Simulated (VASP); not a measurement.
# NaI (Fm-3m) in VASP: vibrations by perturbation theory with PBE

Aim: the vibrations by perturbation theory of NaI with PBE.

All numbers are computed with VASP 6.6.1; they aren't measurements. Logs are shortened: lines on timing, memory, paths and dates and some standing lists are left out, and cuts for length are marked.

### 1 The cell of the first run

It takes space group Fm-3m (No. 225, cubic). Conventional cell: a = 6.528 Å, b = 6.528 Å, c = 6.528 Å, α = 90.00°, β = 90.00°, γ = 90.00°. Na (site symmetry m-3m) has 6 I at 3.26 Å within 4.3 Å. I (site symmetry m-3m) has 6 Na at 3.26 Å within 4.3 Å.

### 2 Vibrations by perturbation theory, PBE

INCAR reads:

```
SYSTEM = NaI
  PREC = Accurate
  ENCUT = 500
  EDIFF = 1E-8
  ISMEAR = 0
  SIGMA = 0.01
  LREAL = .FALSE.
  LASPH = .TRUE.
  NELM = 120
  ALGO = Normal
  ISIF = 2
  LWAVE = .FALSE.
  LCHARG = .FALSE.
  GGA = PE
  NBANDS = 14
  IBRION = 8
  NSW = 1
  LEPSILON = .TRUE.
  GGA_COMPAT = .FALSE.
```

KPOINTS reads:

```
regular mesh
0
G
  6 6 6
  0 0 0
```

POSCAR reads:

```
NaI
1.0
    0.0000000000      3.2640968622      3.2640968622
    3.2640968622      0.0000000000      3.2640968622
    3.2640968622      3.2640968622      0.0000000000
Na I
1 1
Direct
    0.0000000000      0.0000000000      0.0000000000
    0.5000000000      0.5000000000      0.5000000000
```

Potentials or basis: VASP PAW PBE potentials, release 64 (Na_pv, I).

On the command line:

```
$ cat potpaw_PBE.64/Na_pv/POTCAR potpaw_PBE.64/I/POTCAR > POTCAR
$ mpirun -np 1 vasp_std > vasp.out
```

OUTCAR:

```text
SYSTEM = NaI
   PREC = Accurate
   ENCUT = 500
   EDIFF = 1E-8
   ISMEAR = 0
   LREAL = .FALSE.
   LASPH = .TRUE.
   NELM = 120
   ISIF = 2
   GGA = PE
   IBRION = 8
   NSW = 1
   LEPSILON = .TRUE.

 ion  position               nearest neighbor table
   1  0.000  0.000  0.000-
   2  0.500  0.500  0.500-

  LATTYP: Found a face centered cubic cell.
 ALAT       =     6.5281937244

  Lattice vectors:

 A1 = (   0.0000000000,   3.2640968622,   3.2640968622)
 A2 = (   3.2640968622,   0.0000000000,   3.2640968622)
 A3 = (   3.2640968622,   3.2640968622,   0.0000000000)

Analysis of symmetry for initial positions (statically):
=====================================================================
 Subroutine PRICEL returns:
 Original cell was already a primitive cell.

 Routine SETGRP: Setting up the symmetry group for a
 face centered cubic supercell.

 Subroutine GETGRP returns: Found 48 space group operations
 (whereof 48 operations were pure point group operations)
 out of a pool of 48 trial point group operations.

The static configuration has the point symmetry O_h .

Analysis of symmetry for dynamics (positions and initial velocities):
=====================================================================
 Subroutine PRICEL returns:
 Original cell was already a primitive cell.

 Routine SETGRP: Setting up the symmetry group for a
 face centered cubic supercell.

 Subroutine GETGRP returns: Found 48 space group operations
 (whereof 48 operations were pure point group operations)
 out of a pool of 48 trial point group operations.

The dynamic configuration has the point symmetry O_h .

 Subroutine INISYM returns: Found 48 space group operations
 (whereof 48 operations are pure point group operations),
 and found     1 'primitive' translations

----------------------------------------------------------------------------------------

                                     Primitive cell

  volume of cell :      69.5535

  direct lattice vectors                    reciprocal lattice vectors
     0.000000000  3.264096862  3.264096862    -0.153181729  0.153181729  0.153181729
     3.264096862  0.000000000  3.264096862     0.153181729 -0.153181729  0.153181729
     3.264096862  3.264096862  0.000000000     0.153181729  0.153181729 -0.153181729

  length of vectors
     4.616130051  4.616130051  4.616130051     0.265318537  0.265318537  0.265318537

  position of ions in fractional coordinates (direct lattice)
     0.000000000  0.000000000  0.000000000
     0.500000000  0.500000000  0.500000000

  ion indices of the primitive-cell ions
   primitive index   ion index
                 1           1
                 2           2

----------------------------------------------------------------------------------------

 KPOINTS: regular mesh

Automatic generation of k-mesh.
 Grid dimensions read from file:
 generate k-points for:    6    6    6

 Generating k-lattice:
[... 408 lines left out ...]
          -0.000000     3.688703    -0.000000
           0.000000    -0.000000     3.688703
 ------------------------------------------------------

 Free energy of the ion-electron system (eV)
  ---------------------------------------------------
  ---------------------------------------------------
  free energy    TOTEN  =        -0.52183569 eV

  energy without entropy =       -0.52183569

------------------------ aborting loop because EDIFF is reached ----------------------------------------

--------------------------------------- Ionic step        2  -------------------------------------------

------------------------ aborting loop because EDIFF is reached ----------------------------------------

--------------------------------------- Ionic step        3  -------------------------------------------

------------------------ aborting loop because EDIFF is reached ----------------------------------------

 PIEZOELECTRIC TENSOR FIELD DIRECTION 3  (e Angst)
 -----------------------------------------------------------------------------
    -0.00016  0.00000 -0.00000           (  0.00001  0.00000 -0.00000)
     0.00000 -0.00016 -0.00000           (  0.00000  0.00001  0.00000)
    -0.00000  0.00000 -0.00117           ( -0.00000  0.00000  0.00001)

 PIEZOELECTRIC TENSOR FIELD DIRECTION 3  (C/m^2)
 -----------------------------------------------------------------------------
    -0.00004  0.00000 -0.00000
     0.00000 -0.00004 -0.00000
    -0.00000  0.00000 -0.00027

--------------------------------------- Ionic step        4  -------------------------------------------

------------------------ aborting loop because EDIFF is reached ----------------------------------------

[... ionic steps 5 to 6 ...]

--------------------------------------- Ionic step        7  -------------------------------------------

 Free energy of the ion-electron system (eV)
  ---------------------------------------------------
  ---------------------------------------------------
  free energy    TOTEN  =        -0.08410927 eV

  energy without entropy =       -0.08410927

------------------------ aborting loop because EDIFF is reached ----------------------------------------

 INTERNAL STRAIN TENSOR  FOR ION    2  DIRECTION 1   (eV/Angst):
 -----------------------------------------------------------------------------
    -0.00211 -0.00000  0.00000
    -0.00000  0.00698  0.00000
    -0.00000  0.00000  0.00698

 MACROSCOPIC STATIC DIELECTRIC TENSOR (including local field effects in DFT)
 ------------------------------------------------------
           3.336401     0.000000     0.000000
          -0.000000     3.336401     0.000000
          -0.000000     0.000000     3.336401
 ------------------------------------------------------

 PIEZOELECTRIC TENSOR (including local field effects)  for field in x, y, z        (e  Angst)
          XX          YY          ZZ          XY          YZ          ZX
  --------------------------------------------------------------------------------
  x     0.00000     0.00000     0.00000     0.00000     0.00000     0.00000
  y     0.00000     0.00000     0.00000     0.00000     0.00000     0.00000
  z     0.00000     0.00000     0.00000     0.00000     0.00000     0.00000

 PIEZOELECTRIC TENSOR (including local field effects)  for field in x, y, z        (C/m^2)
          XX          YY          ZZ          XY          YZ          ZX
  --------------------------------------------------------------------------------
  x     0.00000     0.00000     0.00000     0.00000     0.00000     0.00000
  y     0.00000     0.00000     0.00000     0.00000     0.00000     0.00000
  z     0.00000     0.00000     0.00000     0.00000     0.00000     0.00000

 BORN EFFECTIVE CHARGES (including local field effects) (in |e|, cummulative output)
 ---------------------------------------------------------------------------------
 ion    1
    1     1.21000    -0.00000     0.00000
    2     0.00000     1.21000     0.00000
    3     0.00000     0.00000     1.21000
 ion    2
    1    -1.21000     0.00000     0.00000
    2    -0.00000    -1.21000     0.00000
    3     0.00000     0.00000    -1.21000

 INTERNAL STRAIN TENSOR FOR ION    2 for displacements in x,y,z  (eV/Angst):
          X           Y           Z          XY          YZ          ZX
  --------------------------------------------------------------------------------
  x     0.00000     0.00000     0.00000     0.00000     0.00000     0.00000
  y     0.00000     0.00000     0.00000     0.00000     0.00000     0.00000
  z     0.00000     0.00000     0.00000     0.00000     0.00000     0.00000

 SECOND DERIVATIVES (NOT SYMMETRIZED)
 ------------------------------------
               1X          1Y          1Z          2X          2Y          2Z
  1X    -0.741785    0.000000    0.000000    0.741785    0.000000    0.000000
  1Y     0.000000   -0.741785    0.000000    0.000000    0.741785    0.000000
  1Z     0.000000    0.000000   -0.741785    0.000000    0.000000    0.741785
  2X     0.770200    0.000000    0.000000   -0.770200    0.000000    0.000000
  2Y     0.000000    0.770200    0.000000    0.000000   -0.770200    0.000000
  2Z     0.000000    0.000000    0.770200    0.000000    0.000000   -0.770200

 Eigenvectors and eigenvalues of the dynamical matrix
 ----------------------------------------------------

   1 f  =    3.060955 THz    19.232551 2PiTHz  102.102485 cm-1    12.659089 meV
             X         Y         Z           dx          dy          dz
      0.000000  0.000000  0.000000    -0.030560   -0.916904    0.000000
      3.264097  3.264097  3.264097     0.013255    0.397714    0.000000
[... 21 lines left out ...]
   6 f/i=    0.021002 THz     0.131959 2PiTHz    0.700549 cm-1     0.086857 meV
             X         Y         Z           dx          dy          dz
      0.000000  0.000000  0.000000     0.055138    0.348201    0.184575
      3.264097  3.264097  3.264097     0.127118    0.802755    0.425526

--------------------------------------------------------------------------------------------------------

 MACROSCOPIC STATIC DIELECTRIC TENSOR IONIC CONTRIBUTION
 ------------------------------------------------------
           5.037591    -0.000000    -0.000000
          -0.000000     5.037591     0.000000
          -0.000000    -0.000000     5.037591
 ------------------------------------------------------

 ELASTIC MODULI CONTR FROM IONIC RELAXATION (kBar)
 Direction    XX          YY          ZZ          XY          YZ          ZX
 --------------------------------------------------------------------------------
 XX           0.0000      0.0000      0.0000      0.0000      0.0000      0.0000
 YY           0.0000      0.0000      0.0000      0.0000      0.0000      0.0000
 ZZ           0.0000      0.0000      0.0000      0.0000      0.0000      0.0000
 XY           0.0000      0.0000      0.0000      0.0000      0.0000      0.0000
 YZ           0.0000      0.0000      0.0000      0.0000      0.0000      0.0000
 ZX           0.0000      0.0000      0.0000      0.0000      0.0000      0.0000
 --------------------------------------------------------------------------------

 PIEZOELECTRIC TENSOR IONIC CONTR  for field in x, y, z        (C/m^2)
          XX          YY          ZZ          XY          YZ          ZX
  --------------------------------------------------------------------------------
  x     0.00000     0.00000     0.00000     0.00000     0.00000     0.00000
  y     0.00000     0.00000     0.00000     0.00000     0.00000     0.00000
  z     0.00000     0.00000     0.00000     0.00000     0.00000     0.00000
```

It took 14 min on 1 thread of Intel Xeon 8259CL, shared host; peak memory 0.28 GiB.

Results:

```yaml
Electronic_dielectric_tensor_diagonal: 3.34
Born_charges_mean_of_the_diagonal: Na +1.21; I -1.21 e
Highest_phonon_frequency_at_Γ_LO-TO_splitting_left_out: 102 cm⁻¹
```

Phonon frequencies in cm⁻¹ (negative: imaginary):
| q point | frequencies |
| --- | --- |
| (0.000, 0.000, 0.000) | -1 -1 -1 102 102 102 |

Electronic dielectric tensor:
```
3.34 0.00 0.00
0.00 3.34 0.00
0.00 0.00 3.34
```

Born effective charge tensors (e):
atom 1, Na
```
1.21 0.00 0.00
0.00 1.21 0.00
0.00 0.00 1.21
```
atom 2, I
```
-1.21  0.00  0.00
 0.00 -1.21  0.00
 0.00  0.00 -1.21
```

Caveat: spin-orbit coupling is left out, which moves the levels of the heavy elements.
